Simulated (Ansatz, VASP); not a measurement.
## Two plane-wave programs on MgZn3O4

```
Mg Zn O
1.0
    -3.25750    0.00000    0.00000
     0.00000    5.64216    0.00000
     1.62875   -2.82108   -5.17875
Mg Zn O
1 3 4
Direct
  0.02674 0.35985 0.05348
  0.52658 0.86011 0.05317
  0.77655 0.44298 0.55311
  0.27645 0.94338 0.55289
  0.78260 0.11587 0.56519
  0.28231 0.61572 0.56463
  0.53244 0.19911 0.06487
  0.03233 0.69896 0.06466
```

Change from the starting cell: polar distortion scaled by 0.10.

Alike in both runs: task single point; functional PBEsol; k mesh 10 × 10 × 10; no spin polarisation.

|  | VASP | Ansatz |
| --- | --- | --- |
| version | VASP 6.6.1 | Ansatz 0.2.0 |
| potentials or method | VASP PAW PBE potentials, release 64 (Mg, Zn, O), cutoff 520 eV | scalar-relativistic, plane waves, PAW |
| occupations | gaussian, width 0.01 eV | fixed |
| valence electrons in the cell | 62 | 70 |

|  | VASP | Ansatz | Ansatz less VASP |
| --- | --- | --- | --- |
| gap on the k mesh at the Fermi level (eV) | 1.25 | 1.25 | -0.003 |
| least direct gap on the mesh (eV) | 1.25 | 1.25 | -0.003 |
| pressure (GPa) | 5.2 | 4.5 | -0.72 |
| traceless stress, the component that is largest in VASP (GPa) | -11.82 | -11.10 | +0.724 |
| rms of the force components (eV/Å) | 0.145 | 0.144 | -0.0008 |

VASP's potentials were made for PBE, not for PBEsol, and Ansatz warns of the same on its side. Atom by atom the forces differ by 0.022 eV/Å (rms over components). VASP's potentials hold 62 valence electrons a cell and Ansatz's 70, so a difference there can come from the potentials and not from the codes.
